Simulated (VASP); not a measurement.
# Pd (P6_3/mmc) in VASP: a series of runs

Runs on Pd. Level: PBE. Tasks: single point.

All numbers are computed with VASP 6.6.1; they aren't measurements. Logs are shortened: lines on timing, memory, paths and dates and some standing lists are left out, and cuts for length are marked.

### Step 1. The cell of the first run

Symmetry: P6_3/mmc, No. 194, hexagonal system. The conventional cell has a = 2.746 Å, b = 2.746 Å, c = 4.566 Å, α = 90.00°, β = 90.00°, γ = 120.00°. Pd (site symmetry -6m2) has 12 Pd at 2.75 to 2.78 Å within 3.6 Å.

### Step 2. Single point, PBE

The input, INCAR:

```
SYSTEM = Pd
PREC = Accurate
ENCUT = 520
EDIFF = 1E-6
ISMEAR = -1
SIGMA = 0.05
LREAL = .False.
LASPH = .True.
NELM = 100
ALGO = Fast
ISIF = 2
LWAVE = .False.
LCHARG = .False.
GGA = PE
NBANDS = 17
```

The input, KPOINTS:

```
regular mesh
0
Gamma
  11 11 6
  0 0 0
```

The input, POSCAR:

```
Pd
1.0
    2.7460433387      0.0000000000      0.0000000000
   -1.3730216694      2.3781432912      0.0000000000
    0.0000000000      0.0000000000      4.5663327230
Pd
2
Direct
    0.3333333333      0.6666666667      0.2500000000
    0.6666666667      0.3333333333      0.7500000000
```

Potentials or basis: VASP PAW PBE potentials, release 64 (Pd).

Started as:

```sh
> cat potpaw_PBE.64/Pd/POTCAR > POTCAR
> mpirun -np 1 vasp_std > vasp.out
```

OUTCAR:

```text
SYSTEM = Pd
   PREC = Accurate
   ENCUT = 520
   EDIFF = 1E-6
   ISMEAR = -1
   LREAL = .False.
   LASPH = .True.
   NELM = 100
   ISIF = 2
   GGA = PE

 ion  position               nearest neighbor table
   1  0.333  0.667  0.250-   2 2.78   2 2.78   2 2.78   2 2.78   2 2.78   2 2.78
   2  0.667  0.333  0.750-   1 2.78   1 2.78   1 2.78   1 2.78   1 2.78   1 2.78

  LATTYP: Found a hexagonal cell.
 ALAT       =     2.7460433387
 C/A-ratio  =     1.6628771508

  Lattice vectors:

 A1 = (   2.7460433387,   0.0000000000,   0.0000000000)
 A2 = (  -1.3730216694,   2.3781432912,   0.0000000000)
 A3 = (   0.0000000000,   0.0000000000,   4.5663327230)

Analysis of symmetry for initial positions (statically):
=====================================================================
 Subroutine PRICEL returns:
 Original cell was already a primitive cell.

 Routine SETGRP: Setting up the symmetry group for a
 hexagonal supercell.

 Subroutine GETGRP returns: Found 24 space group operations
 (whereof 12 operations were pure point group operations)
 out of a pool of 24 trial point group operations.

The static configuration has the point symmetry D_3d.
 The point group associated with its full space group is D_6h.

Analysis of symmetry for dynamics (positions and initial velocities):
=====================================================================
 Subroutine PRICEL returns:
 Original cell was already a primitive cell.

 Routine SETGRP: Setting up the symmetry group for a
 hexagonal supercell.

 Subroutine GETGRP returns: Found 24 space group operations
 (whereof 12 operations were pure point group operations)
 out of a pool of 24 trial point group operations.

The dynamic configuration has the point symmetry D_3d.
 The point group associated with its full space group is D_6h.

 Subroutine INISYM returns: Found 24 space group operations
 (whereof 12 operations are pure point group operations),
 and found     1 'primitive' translations

----------------------------------------------------------------------------------------

                                     Primitive cell

  volume of cell :      29.8204

  direct lattice vectors                    reciprocal lattice vectors
     2.746043339  0.000000000  0.000000000     0.364160312  0.210248054  0.000000000
    -1.373021669  2.378143291  0.000000000     0.000000000  0.420496109  0.000000000
     0.000000000  0.000000000  4.566332723     0.000000000  0.000000000  0.218994116

  length of vectors
     2.746043339  2.746043339  4.566332723     0.420496109  0.420496109  0.218994116

  position of ions in fractional coordinates (direct lattice)
     0.333333333  0.666666667  0.250000000
     0.666666667  0.333333333  0.750000000

  ion indices of the primitive-cell ions
   primitive index   ion index
                 1           1
                 2           2

----------------------------------------------------------------------------------------

 KPOINTS: regular mesh

Automatic generation of k-mesh.
 Grid dimensions read from file:
 generate k-points for:   11   11    6

 Generating k-lattice:

  Cartesian coordinates                     Fractional coordinates (reciprocal lattice)
     0.033105483  0.019113459  0.000000000     0.090909091  0.000000000  0.000000000
     0.000000000  0.038226919  0.000000000     0.000000000  0.090909091  0.000000000
     0.000000000  0.000000000  0.036499019     0.000000000  0.000000000  0.166666667

  Length of vectors
     0.038226919  0.038226919  0.036499019

  Shift w.r.t. Gamma in fractional coordinates (k-lattice)
     0.000000000  0.000000000  0.000000000

 Subroutine IBZKPT returns following result:
 ===========================================

 Found     64 irreducible k-points:

 Following reciprocal coordinates:
            Coordinates               Weight
  0.000000  0.000000  0.000000      1.000000
  0.090909  0.000000  0.000000      6.000000
  0.181818 -0.000000  0.000000      6.000000
  0.272727 -0.000000  0.000000      6.000000
  0.363636  0.000000  0.000000      6.000000
  0.454545 -0.000000  0.000000      6.000000
[... 16 lines left out ...]
  0.090909  0.090909  0.166667     12.000000
  0.181818  0.090909  0.166667     24.000000
 [... further k-points ...]
   k-points           NKPTS =     64   k-points in BZ     NKDIM =     64   number of bands    NBANDS=     17
   number of dos      NEDOS =    301   number of ions     NIONS =      2
   total plane-waves  NPLWV =  14400
   dimension x,y,z NGX =    20 NGY =   20 NGZ =   36
   dimension x,y,z NGXF=    40 NGYF=   40 NGZF=   72
   ions per type =               2
   NGX,Y,Z   is equivalent  to a cutoff of  12.11, 12.11, 13.11 a.u.
   NGXF,Y,Z  is equivalent  to a cutoff of  24.22, 24.22, 26.21 a.u.
 SYSTEM =  Pd
   PREC   = accura    normal or accurate (medium, high low for compatibility)
   ISTART =      0    job   : 0-new  1-cont  2-samecut
   ICHARG =      2    charge: 1-file 2-atom 10-const
   ISPIN  =      1    spin polarized calculation?
   LNONCOLLINEAR =      F non collinear calculations
   LSORBIT =      F    spin-orbit coupling
   LASPH  =      T    aspherical Exc in radial PAW
   ENCUT  =  520.0 eV  38.22 Ry    6.18 a.u.   5.11  5.11  8.49*2*pi/ulx,y,z
   NELM   =    100;   NELMIN=  2; NELMDL= -5     # of ELM steps
   EDIFF  = 0.1E-05   stopping-criterion for ELM
   LREAL  =      F    real-space projection
   EDIFFG = 0.1E-04   stopping-criterion for IOM
   NSW    =      0    number of steps for IOM
   IBRION =     -1    ionic relax: 0-MD 1-quasi-New 2-CG
   NFREE  =      0    steps in history (QN), initial steepest desc. (CG)
   ISIF   =      2    stress and relaxation
   ISYM   =      2    0-nonsym 1-usesym 2-fastsym
   POTIM  = 0.5000    time-step for ionic-motion
   TEBEG  =    0.0;   TEEND  =   0.0 temperature during run
   PSTRESS=    0.0 pullay stress
   NELECT =      20.0000    total number of electrons
   NUPDOWN=      -1.0000    fix difference up-down
   EMIN   =  10.00;   EMAX   =-10.00  energy-range for DOS
   EFERMI =   0.00;   METHOD = LEGACY
   ISMEAR =    -1;   SIGMA  =   0.05  broadening in eV -4-tet -1-fermi 0-gaus
   EFERMI_NEDOS =   21; number of points for ismear=-14 and -15
   IALGO  =     68    algorithm
   IMIX   =      4    mixing-type and parameters
     AMIX     =   0.40;   BMIX     =  1.00
     AMIX_MAG =   1.60;   BMIX_MAG =  1.00
  volume/ion in A,a.u.               =      14.91       100.62
  Fermi-wavevector in a.u.,A,eV,Ry     =   1.433003  2.707983 27.939541  2.053498
  Thomas-Fermi vector in A             =   2.552569
   LORBIT       =      0    0 simple, 1 ext, 2 COOP (PROOUT), +10 PAW based schemes
   GGA     = PE    functional components
   LHFCALC =     F    Hartree Fock is set to
   AEXX    =    0.0000 exact exchange contribution
   IVDW    =     0    specifies the selected vdW correction
   LEPSILON=     F    determine dielectric tensor
   LRPA    =     F    only Hartree local field effects (RPA)
 non-spin polarized calculation
 RMM-DIIS sequential band-by-band and
  energy-cutoff  :      520.00
  volume of cell :       29.82
 maximum number of plane-waves:       815
   NGX = 11   NGY = 11   NGZ = 17

 number of electron      20.0000003 magnetization

 Free energy of the ion-electron system (eV)
  ---------------------------------------------------
  ext. energy  EPLUGINS =         0.00000000
  ---------------------------------------------------
  free energy    TOTEN  =       -10.36269989 eV

  energy without entropy =      -10.31700630  energy(sigma->0) =      -10.33985310

 E-fermi :   9.6102     XC(G=0): -13.1169

 val. band max:        9.6022122322   @ k =   0.4545   0.0909   0.0000
 cond. band min:       9.6158474098   @ k =   0.3636   0.0000   0.0000
 fundamental gap:      0.0136351776
 Fermi energy:         9.6102365529

 k-point     1 :       0.0000    0.0000    0.0000
  band No.  band energies     occupation
      1       2.5451      2.00000
      2       4.3790      2.00000
      3       6.7103      2.00000
      4       6.9021      2.00000
      5       6.9021      2.00000
      6       7.2528      2.00000
[... 9 lines left out ...]
     16      29.1919      0.00000
     17      31.8834      0.00000

 k-point     2 :       0.0909    0.0000    0.0000
  band No.  band energies     occupation
      1       2.8115      2.00000
      2       4.5666      2.00000
      3       6.5460      2.00000
      4       7.0315      2.00000
      5       7.0808      2.00000
      6       7.1799      2.00000
[... 9 lines left out ...]
     16      28.8506      0.00000
     17      30.2990      0.00000

 k-point     3 :       0.1818   -0.0000    0.0000
  band No.  band energies     occupation
      1       3.5380      2.00000
      2       4.9717      2.00000
      3       6.2969      2.00000
      4       6.8717      2.00000
      5       6.9175      2.00000
      6       7.5035      2.00000
[... 9 lines left out ...]
     16      28.5926      0.00000
     17      29.0191      0.00000

 k-point     4 :       0.2727   -0.0000    0.0000
  band No.  band energies     occupation
      1       4.3999      2.00000
      2       5.0468      2.00000
      3       5.9748      2.00000
      4       6.4754      2.00000
      5       6.8895      2.00000
      6       7.2794      2.00000
[... 9 lines left out ...]
     16      26.9378      0.00000
     17      28.5494      0.00000
[... 343 lines left out ...]
      1       4.5124      2.00000
      2       4.6000      2.00000
      3       5.4937      2.00000
      4       6.3132      2.00000
      5       7.0541      2.00000
      6       7.5558      2.00000
[... 9 lines left out ...]
     16      23.5915      0.00000
     17      24.6982      0.00000

 k-point    23 :       0.0909    0.0909    0.1667
  band No.  band energies     occupation
      1       3.5283      2.00000
      2       4.9576      2.00000
      3       6.3444      2.00000
      4       6.7405      2.00000
      5       6.8959      2.00000
      6       7.2737      2.00000
[... 9 lines left out ...]
     16      28.6124      0.00000
     17      28.8130      0.00000

 k-point    24 :       0.1818    0.0909    0.1667
  band No.  band energies     occupation
      1       4.3089      2.00000
      2       5.3236      2.00000
      3       6.0728      2.00000
      4       6.2657      2.00000
      5       6.7459      2.00000
      6       7.2143      2.00000
[... 9 lines left out ...]
     16      27.2361      0.00000
     17      28.5389      0.00000

 [... further k-points ...]
[... 5 lines left out ...]
  --------------------------------------------------------------------------------------
  -------------------------------------------------------------------------------------
  Total        1.0095668      1.0095668      1.0567621     -0.0000000      0.0000000     -0.0000000
  in kB       54.2416237     54.2416237     56.7773176     -0.0000000      0.0000000     -0.0000000
  external PRESSURE =      55.0868550 kB  Pullay stress =       0.0000000 kB

 VOLUME and BASIS-vectors are now :
 -----------------------------------------------------------------------------
  energy-cutoff  :      520.00
  volume of cell :       29.82
      direct lattice vectors                 reciprocal lattice vectors
     2.746043339  0.000000000  0.000000000     0.364160312  0.210248054  0.000000000
    -1.373021669  2.378143291  0.000000000     0.000000000  0.420496109  0.000000000
     0.000000000  0.000000000  4.566332723     0.000000000  0.000000000  0.218994116

 POSITION                                       TOTAL-FORCE (eV/Angst)
 -----------------------------------------------------------------------------------
     -0.00000      1.58543      1.14158         0.000000      0.000000      0.000000
      1.37302      0.79271      3.42475        -0.000000      0.000000      0.000000
 -----------------------------------------------------------------------------------
    total drift:                               -0.000000      0.000000     -0.000000

  FREE ENERGIE OF THE ION-ELECTRON SYSTEM (eV)
  ---------------------------------------------------
  free  energy   TOTEN  =       -10.3626998934 eV

  energy  without entropy=      -10.3170063003  energy(sigma->0) =      -10.33985310
```

Wall time 26 s (1 thread of Intel Xeon Platinum 8259CL at 2.50GHz (Skylake/Cascade Lake), shared host); peak memory 0.15 GiB.

Results:

- Free energy: -10.3627 eV
- Pressure: 5.5 GPa
- Band gap on the k mesh: zero (band 10 reaches 9.75 eV, above the bottom of band 11 at 8.91 eV)

### Step 3. Single point, PBE

This run uses another cell than the first one, of 15.22 Å³/atom, 1.021 times its volume.

The input, INCAR:

```
SYSTEM = Pd
ALGO = Normal
EDIFF = 1E-7
ENCUT = 520
GGA = PE
ISIF = 2
ISMEAR = -1
LASPH = .True.
LCHARG = .False.
LREAL = .False.
LWAVE = .False.
NBANDS = 17
NELM = 60
PREC = Accurate
SIGMA = 0.05
```

The input, KPOINTS:

```
k-points
0
Gamma
  11 11 6
  0 0 0
```

The input, POSCAR:

```
Pd
1.0
    2.7649821671      0.0000000000      0.0000000000
   -1.3824910836      2.3945447978      0.0000000000
    0.0000000000      0.0000000000      4.5978256680
Pd
2
Direct
    0.3333333333      0.6666666667      0.2500000000
    0.6666666667      0.3333333333      0.7500000000
```

Potentials or basis: VASP PAW PBE potentials, release 64 (Pd).

Started as:

```sh
> cat potpaw_PBE.64/Pd/POTCAR > POTCAR
> mpirun -np 1 vasp_std > vasp.out
```

It took 30 s on 1 thread of Intel Xeon Platinum 8259CL at 2.50GHz (Skylake/Cascade Lake), shared host; peak memory 0.17 GiB.

Results (log left out):

```
Free energy            : -10.3769 eV
Pressure               : 1.7 GPa
Band gap on the k mesh : zero (band 10 reaches 9.41 eV, above the bottom of band 11 at 8.59 eV)
```

Stress tensor (GPa, compression positive):
```
1.61 0.00 0.00
0.00 1.61 0.00
0.00 0.00 1.88
```

Levels at points of the mesh, in eV from the Fermi level:
```
           k point  band 8  band 9  band 10  band 11  band 12  band 13
(0.00, 0.00, 0.00)   -1.61   -1.61    -0.24    -0.24     0.93     6.79
(0.00, 0.00, 0.50)   -2.66   -0.68    -0.68    -0.68    -0.68    13.88
```

### Step 4. Single point, PBE

This run uses another cell than the first one, of 15.84 Å³/atom, 1.063 times its volume.

The input, INCAR:

```
SYSTEM = Pd
PREC     = Accurate       ! precision mode
ENCUT    = 520            ! plane-wave cutoff, eV
EDIFF    = 1E-6           ! SCF threshold, eV
ISMEAR   = -1             ! smearing method
SIGMA    = 0.05           ! smearing width, eV
LREAL    = .FALSE.        ! projectors in reciprocal space
LASPH    = .TRUE.         ! aspherical terms in the spheres
NELM     = 100            ! most SCF steps
ALGO     = Normal         ! electronic algorithm
ISIF     = 2              ! what is computed and relaxed
LWAVE    = .FALSE.        ! write WAVECAR
LCHARG   = .FALSE.        ! write CHGCAR
GGA      = PE             ! functional
NBANDS   = 17             ! bands
```

The input, KPOINTS:

```
regular mesh
0
G
  11 11 6
  0 0 0
```

The input, POSCAR:

```
Pd
1.0
    2.8021004509      0.0000000000      0.0000000000
   -1.4010502255      2.4266901745      0.0000000000
    0.0000000000      0.0000000000      4.6595488139
Pd
2
Direct
    0.3333333333      0.6666666667      0.2500000000
    0.6666666667      0.3333333333      0.7500000000
```

Started as:

```sh
> cat potpaw_PBE.64/Pd/POTCAR > POTCAR
> mpirun -np 1 vasp_std > vasp.out
```

Wall time 26 s (1 thread of Intel Xeon Platinum 8259CL at 2.50GHz (Skylake/Cascade Lake), shared host); peak memory 0.17 GiB.

It converged, with:

```yaml
Free_energy: -10.3655 eV
Pressure: -4.5 GPa
Band_gap_on_the_k_mesh: zero (band 10 reaches 8.76 eV, above the bottom of band 11 at 7.99 eV)
```

Stress tensor (GPa, compression positive):
```
-4.62  0.00  0.00
 0.00 -4.62  0.00
 0.00  0.00 -4.39
```

Levels at points of the mesh, in eV from the Fermi level:
```
           k point  band 8  band 9  band 10  band 11  band 12  band 13
(0.00, 0.00, 0.00)   -1.51   -1.51    -0.23    -0.23     1.02     6.50
(0.00, 0.00, 0.50)   -2.49   -0.64    -0.64    -0.64    -0.64    13.55
```

### Step 5. Single point, PBE

This run uses another cell than the first one, of 16.46 Å³/atom, 1.104 times its volume.

The input, INCAR:

```
PREC     = Accurate       # precision mode
ENCUT    = 520            # plane-wave cutoff, eV
EDIFF    = 1E-7           # SCF threshold, eV
ISMEAR   = -1             # smearing method
SIGMA    = 0.05           # smearing width, eV
LREAL    = False          # projectors in reciprocal space
LASPH    = True           # aspherical terms in the spheres
NELM     = 60             # most SCF steps
ALGO     = Normal         # electronic algorithm
ISIF     = 2              # what is computed and relaxed
LWAVE    = False          # write WAVECAR
LCHARG   = False          # write CHGCAR
GGA      = PE             # functional
NBANDS   = 17             # bands
```

The input, KPOINTS:

```
Automatic mesh
0
Gamma
  11 11 6
```

The input, POSCAR:

```
Pd
1.0
    2.8382605740      0.0000000000      0.0000000000
   -1.4191302870      2.4580057597      0.0000000000
    0.0000000000      0.0000000000      4.7196786564
Pd
2
Direct
    0.3333333333      0.6666666667      0.2500000000
    0.6666666667      0.3333333333      0.7500000000
```

Started as:

```sh
> cat potpaw_PBE.64/Pd/POTCAR > POTCAR
> mpirun -np 1 vasp_std > vasp.out
```

Run time: 28 s. Hardware: 1 thread of Intel Xeon Platinum 8259CL at 2.50GHz (Skylake/Cascade Lake), shared host; peak memory 0.17 GiB.

Results (log left out):

- Free energy: -10.3115 eV
- Pressure: -9.3 GPa
- Band gap on the k mesh: zero (band 10 reaches 8.16 eV, above the bottom of band 11 at 7.45 eV)

Stress tensor (GPa, compression positive):
```
-9.39  0.00  0.00
 0.00 -9.39  0.00
 0.00  0.00 -9.16
```

Levels at points of the mesh, in eV from the Fermi level:
```
           k point  band 8  band 9  band 10  band 11  band 12  band 13
(0.00, 0.00, 0.00)   -1.42   -1.42    -0.21    -0.21     1.10     6.23
(0.00, 0.00, 0.50)   -2.34   -0.61    -0.61    -0.61    -0.61    13.23
```

### Step 6. Summary

| cell | gap on the mesh (eV) | pressure (GPa) |
| --- | --- | --- |
| a = 2.746, b = 2.746, c = 4.566 Å, angles 90.0, 90.0, 120.0°, 2 atoms | none | 5.5 |
| a = 2.765, b = 2.765, c = 4.598 Å, angles 90.0, 90.0, 120.0°, 2 atoms | none | 1.7 |
| a = 2.802, b = 2.802, c = 4.660 Å, angles 90.0, 90.0, 120.0°, 2 atoms | none | -4.5 |
| a = 2.838, b = 2.838, c = 4.720 Å, angles 90.0, 90.0, 120.0°, 2 atoms | none | -9.3 |

Alike in all rows: task single point; level PBE; potentials or basis VASP PAW PBE potentials, release 64 (Pd); no spin polarisation; k mesh 11 × 11 × 6; cutoff (eV) 520; smearing fermi-dirac 0.05 eV.

Total energies depend on the potentials used, so only differences within one code and one set of settings carry meaning.
